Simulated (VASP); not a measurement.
A run of VASP 6.6.1 is set up as follows.

Contents of INCAR:

```
PREC = Accurate
ENCUT = 520
EDIFF = 1E-6
ISMEAR = -1
SIGMA = 0.02
LREAL = False
LASPH = True
NELM = 60
ALGO = Normal
ISIF = 2
LWAVE = False
LCHARG = False
GGA = PE
NBANDS = 26
```

Contents of KPOINTS:

```
regular mesh
0
Gamma
  12 12 6
```

POSCAR

```
CuF
1.0
    3.5086571413      0.0000000000      0.0000000000
   -1.7543285706      3.0385862175      0.0000000000
    0.0000000000      0.0000000000      5.0825199480
Cu F
2 2
Direct
    0.3333333333      0.6666666667      0.2500000000
    0.6666666667      0.3333333333      0.7500000000
    0.6666666667      0.3333333333      0.2500000000
    0.3333333333      0.6666666667      0.7500000000
```

Potentials or basis: VASP PAW PBE potentials, release 64 (Cu, F).

Launch:

```bash
$ cat potpaw_PBE.64/Cu/POTCAR potpaw_PBE.64/F/POTCAR > POTCAR
$ mpirun -np 1 vasp_std > vasp.out
```

Estimate the band gap on the k mesh.

zero (band 18 reaches 3.33 eV, above the bottom of band 19 at 3.29 eV).

Predict the pressure.

4.7 GPa.

Stress tensor (GPa, compression positive):
```
5.08 0.00 0.00
0.00 5.08 0.00
0.00 0.00 3.82
```

Caveat: semilocal functionals often make such compounds metallic where correlation or magnetic order opens a gap, which also shifts bond lengths. With open d or f shells a metallic result of PBE can be an artefact of self-interaction; +U or a hybrid may open a gap.
